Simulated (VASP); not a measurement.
Input of a VASP 6.6.1 run:

The input INCAR:

```
PREC = Accurate
ENCUT = 520
EDIFF = 1E-6
ISMEAR = 0
SIGMA = 0.1
LREAL = F
LASPH = T
NELM = 60
ALGO = Normal
ISIF = 2
LWAVE = F
LCHARG = F
GGA = PE
NBANDS = 35
```

KPOINTS

```
regular mesh
0
Gamma
  3 3 6
```

File POSCAR:

```
CsSn2N3
1.0
    6.0367840979      0.0000000000      0.0000000000
   -3.0183920490      5.2280083860      0.0000000000
    0.0000000000      0.0000000000      3.0490030239
Cs Sn N
1 2 3
Direct
    0.0000000000      0.0000000000      0.0000000000
    0.3333333333      0.6666666667      0.0000000000
    0.6666666667      0.3333333333      0.0000000000
    0.5000000000      0.0000000000      0.5000000000
    0.5000000000      0.5000000000      0.5000000000
    0.0000000000      0.5000000000      0.5000000000
```

Potentials or basis: VASP PAW PBE potentials, release 64 (Cs_sv, Sn_d, N).

The run is started by

```bash
$ cat potpaw_PBE.64/Cs_sv/POTCAR potpaw_PBE.64/Sn_d/POTCAR potpaw_PBE.64/N/POTCAR > POTCAR
$ mpirun -np 1 vasp_std > vasp.out
```

**Question.** Predict the band gap on the k mesh.

**Answer.** Zero (band 26 reaches 6.83 eV, above the bottom of band 27 at 6.69 eV).

**Question.** Predict the pressure.

**Answer.** 0.3 GPa.

Stress tensor (GPa, compression positive):
```
0.28 0.00 0.00
0.00 0.28 0.00
0.00 0.00 0.37
```

Caveat: the k points lie up to 0.40 Å⁻¹ apart; spin-orbit coupling is left out, which moves the levels of the heavy elements.
